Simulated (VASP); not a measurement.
LuPd:

```xyz
2
Lattice="3.4460 0.0000 0.0000 0.0000 3.4460 0.0000 0.0000 0.0000 3.4460" Properties=species:S:1:pos:R:3 pbc="T T T"
Lu    0.0000    0.0000    0.0000
Pd    1.7230    1.7230    1.7230
```

```yaml
Program: VASP 6.6.1
Task: relaxation of cell and atoms
Functional: LDA
Potentials_or_basis: VASP PAW PBE potentials, release 64 (Lu, Pd)
Cutoff: 600 eV
k_mesh: 12 × 12 × 12
Occupations: gaussian, width 0.1 eV
Spin: no spin polarisation
```

At the start: pressure -8.2 GPa; volume 20.46 Å³/atom.

Question: How do energy, volume and symmetry change on relaxing?

Answer: Over 6 steps the energy falls by 42.9 meV/atom and the volume is 18.91 Å³/atom (-7.6 %); space group Pm-3m (No. 221, to 0.05 Å).

Step by step:
```csv
step,energy change (eV),largest force (eV/Å),pressure (GPa),volume (Å³)
1,0.0000,0.0000,-8.24,40.92
2,0.0075,0.0000,11.27,35.00
3,-0.0859,0.0000,-0.26,37.87
4,-0.0859,0.0000,0.08,37.79
5,-0.0859,0.0000,-0.09,37.84
6,-0.0859,0.0000,-0.02,37.81
```

Final structure:
```cif
data_structure
_symmetry_space_group_name_H-M 'P 1'
_symmetry_Int_Tables_number 1
_cell_length_a 3.3565
_cell_length_b 3.3565
_cell_length_c 3.3565
_cell_angle_alpha 90.000
_cell_angle_beta 90.000
_cell_angle_gamma 90.000
_cell_volume 37.81
loop_
_atom_site_label
_atom_site_type_symbol
_atom_site_fract_x
_atom_site_fract_y
_atom_site_fract_z
_atom_site_occupancy
Lu1 Lu 0.00000 0.00000 0.00000 1
Pd1 Pd 0.50000 0.50000 0.50000 1
```

Caveat: the PAW data sets were made with another functional, which shifts forces and pressure a little.
